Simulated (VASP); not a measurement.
YZnCuP2, 5 atoms in the cell. Symmetry: P3m1, No. 156, trigonal system. Conventional cell: a = 3.955 Å, b = 3.955 Å, c = 6.532 Å, α = 90.00°, β = 90.00°, γ = 120.00°. Y (site symmetry 3m) has 6 P at 2.79 to 2.89 Å and 3 Cu at 3.21 Å and 3 Zn at 3.43 Å within 3.7 Å. Within 3.1 Å of Zn (site symmetry 3m) lie 4 P at 2.37 to 2.41 Å and 3 Cu at 2.86 Å. Cu (site symmetry 3m) has 4 P at 2.38 to 2.50 Å and 3 Zn at 2.86 Å and 3 Y at 3.21 Å within 3.3 Å. Within 3.2 Å of P (site symmetry 3m) lie 3 Zn at 2.41 Å and 1 Cu at 2.50 Å and 3 Y at 2.89 Å. Within 3.1 Å of P (site symmetry 3m) lie 1 Zn at 2.37 Å and 3 Cu at 2.38 Å and 3 Y at 2.79 Å. 

```yaml
Program: VASP 6.6.1
Task: single point
Functional: PBEsol
Potentials_or_basis: VASP PAW PBE potentials, release 64 (Y_sv, Zn, Cu, P)
Cutoff: 520 eV
k_mesh: 6 × 6 × 4
Occupations: fermi-dirac, width 0.15 eV
Spin: no spin polarisation
Dipole_correction: no
Further_INCAR_settings: ALGO = Normal; EDIFF = 1e-06; NBANDS = 30
```

Potentials or basis: VASP PAW PBE potentials, release 64 (Y_sv, Zn, Cu, P).

Run with:

```sh
$ cat potpaw_PBE.64/Y_sv/POTCAR potpaw_PBE.64/Zn/POTCAR potpaw_PBE.64/Cu/POTCAR potpaw_PBE.64/P/POTCAR > POTCAR
$ mpirun -np 1 vasp_std > vasp.out
```

Hardware: 1 thread of Intel(R) Xeon(R) Platinum 8488C (Sapphire Rapids) (shared host).

Task: How long does it take, and how much memory?

Result: Run time: 2.1 min on 1 thread of Intel(R) Xeon(R) Platinum 8488C (Sapphire Rapids), on a shared host, peak memory 0.26 GiB. Counts: scf iterations 19, k points 24.
